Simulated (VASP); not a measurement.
Crystal: NaH.

```
Na H
1.0
    -0.12503    2.59706    2.59706
     2.59706   -0.12503    2.59706
     2.59706    2.59706   -0.12503
Na H
1 1
Direct
  0.99530 0.99530 0.99530
  0.25470 0.25470 0.25470
```

This cell differs from its parent crystal: epitaxial 111 strain +4.8%.

Base run:

| Property | Result |
| --- | --- |
| Program | VASP 6.6.1 |
| Functional | r2SCAN |
| Potentials or basis | VASP PAW PBE potentials, release 64 (Na_pv, H) |
| Cutoff | 520 eV |
| k mesh | 8 × 8 × 8 |
| Occupations | gaussian, width 0.01 eV |
| Spin | no spin polarisation |

Its results: band gap on the k mesh 3.87 eV (least direct gap 4.59 eV); pressure -1.2 GPa; largest force 0.005 eV/Å.

Question: The run is repeated on the same cell with these changes: functional from r2SCAN to PBE; occupations from gaussian, width 0.01 eV to fermi-dirac, width 0.02 eV. What comes out?

Answer: Band gap on the k mesh 3.44 eV (least direct gap 4.17 eV); pressure -0.9 GPa; largest force 0.008 eV/Å.

Caveats: the structure was generated, so it needn't be the stable form of NaH; the PAW data sets were made with another functional, which shifts forces and pressure a little (at least some runs).

A k mesh can miss the band edges.
